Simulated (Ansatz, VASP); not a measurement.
# One calculation of AlN, two programs

```
Al N
1.0
     3.10934    0.00000    0.00000
    -1.55467    2.69276    0.00000
     0.00000    0.00000    4.97859
Al N
2 2
Cartesian
  0.0000 1.7952 -0.0047
  1.5547 0.8976 2.4846
  0.0000 1.7952 1.8965
  1.5547 0.8976 4.3858
```

Alike in both runs: functional PBE; dispersion D3(BJ); k mesh 12 × 12 × 4; no spin polarisation.

Ansatz relaxed the structure, and its values are those at the end. VASP's run is a single point on that final structure, the one shown.

|  | VASP | Ansatz |
| --- | --- | --- |
| version | VASP 6.6.1 | Ansatz 0.2.0 |
| potentials or method | VASP PAW PBE potentials, release 64 (Al, N) | plane waves, PAW |
| plane-wave cutoff (eV) | 520 | 420 |
| occupations | methfessel-paxton of order 1, width 0.1 eV | methfessel-paxton of order 1 |
| valence electrons in the cell | 16 | 16 |

|  | VASP | Ansatz | Ansatz less VASP |
| --- | --- | --- | --- |
| pressure (GPa) | -0.3 | 0.0 | +0.26 |
